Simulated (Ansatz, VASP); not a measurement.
## SiGe4W in VASP and in Ansatz

```
CELL_PARAMETERS angstrom
0.00000 3.85349 3.85349
3.85349 0.00000 3.85349
3.85349 3.85349 0.00000
ATOMIC_POSITIONS crystal
Si 0.00000 0.00000 0.00000
Ge 0.87384 0.37539 0.37539
Ge 0.37539 0.37539 0.37539
Ge 0.37539 0.87384 0.37539
Ge 0.37539 0.37539 0.87384
W 0.75000 0.75000 0.75000
```

Change from the starting cell: species swapped into the CePrAl4 type (F-43m, No. 216).

Alike in both runs: task relaxation of cell and atoms; functional PBE; k mesh 4 × 4 × 4; occupations gaussian, width 0.1 eV; no spin polarisation.

|  | VASP | Ansatz |
| --- | --- | --- |
| version | VASP 6.6.1 | Ansatz 0.2.0 |
| potentials or method | VASP PAW PBE potentials, release 64 (Si, Ge_d, W_sv), cutoff 600 eV | scalar-relativistic, plane waves, PAW |
| valence electrons in the cell | 74 | 74 |

VASP gave:

| Property | Result |
| --- | --- |
| gap on the k mesh at the Fermi level, each at its own relaxed structure (eV) | none |
| relaxed volume (Å³/atom) | 17.76 |
| relaxed cell length with the largest relative difference (Å) | 5.321 |

**Question.** Estimate Ansatz's values.

**Answer.** gap on the k mesh at the Fermi level, each at its own relaxed structure (eV): none; relaxed volume (Å³/atom): 17.79; relaxed cell length with the largest relative difference (Å): 5.324.

A gap of «none» marks a metal or a gap that the smearing closes.

Spin-orbit coupling is off throughout.
